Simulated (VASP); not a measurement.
Set up this calculation in VASP 6.6.1, as the native input.

```yaml
Task: single point
Functional: PBE-based screened hybrid with 35 % exact exchange
Potentials_or_basis: VASP PAW PBE potentials, release 64 (Ag, I)
Cutoff: 400 eV
k_mesh: 4 × 4 × 4
Occupations: gaussian, width 0.01 eV
Spin: no spin polarisation
Dipole_correction: no
Grid_for_exact_exchange_PRECFOCK: Normal
Share_of_exact_exchange: 0.35
Further_INCAR_settings: ALGO = Normal; EDIFF = 1e-06; NBANDS = 16
Screening_parameter: 0.3 1/Å
```

Crystal: AgI.

```xyz
2
Lattice="0.0000 3.2886 3.2886 3.2886 0.0000 3.2886 3.2886 3.2886 0.0000" Properties=species:S:1:pos:R:3 pbc="T T T"
Ag    0.0000    0.0000    0.0000
I     1.6443    1.6443    1.6443
```

The input as run:

POSCAR

```
AgI
1.0
    0.0000000000      3.2886328091      3.2886328091
    3.2886328091      0.0000000000      3.2886328091
    3.2886328091      3.2886328091      0.0000000000
Ag I
1 1
Direct
    0.0000000000      0.0000000000      0.0000000000
    0.2500000000      0.2500000000      0.2500000000
```

INCAR.step1

```
  PREC = Accurate
  ENCUT = 400
  EDIFF = 1E-5
  ISMEAR = 0
  SIGMA = 0.01
  LREAL = False
  LASPH = True
  NELM = 120
  ALGO = Normal
  ISIF = 2
  LWAVE = True
  NBANDS = 16
  GGA = PE
  GGA_COMPAT = False
```

INCAR.step2

```
  PREC = Accurate
  ENCUT = 400
  EDIFF = 1E-6
  ISMEAR = 0
  SIGMA = 0.01
  LREAL = False
  LASPH = True
  NELM = 120
  ALGO = Normal
  ISIF = 2
  LWAVE = False
  LCHARG = True
  GGA = PE
  LHFCALC = True
  AEXX = 0.35
  HFSCREEN = 0.3
  PRECFOCK = Normal
  LELF = True
  LVHAR = True
  NBANDS = 16
  ISTART = 1
  GGA_COMPAT = False
```

KPOINTS

```
Automatic mesh
0
Gamma
  4 4 4
```

Potentials or basis: VASP PAW PBE potentials, release 64 (Ag, I).

Command:

```console
$ cat potpaw_PBE.64/Ag/POTCAR potpaw_PBE.64/I/POTCAR > POTCAR
$ cp INCAR.step1 INCAR
$ mpirun -np 1 vasp_std > vasp.out
$ cp INCAR.step2 INCAR
$ mpirun -np 1 vasp_std > vasp.out
```

It gave:

```yaml
Pressure: 0.4 GPa
Band_gap_on_the_k_mesh: 2.66 eV
```

Caveat: the PAW data sets were made with another functional, which shifts forces and pressure a little; spin-orbit coupling is left out, which moves the levels of the heavy elements.

Run time: 5.9 min on 1 thread of AMD EPYC 7R13 Processor (Zen 3), on a shared host, peak memory 0.26 GiB.
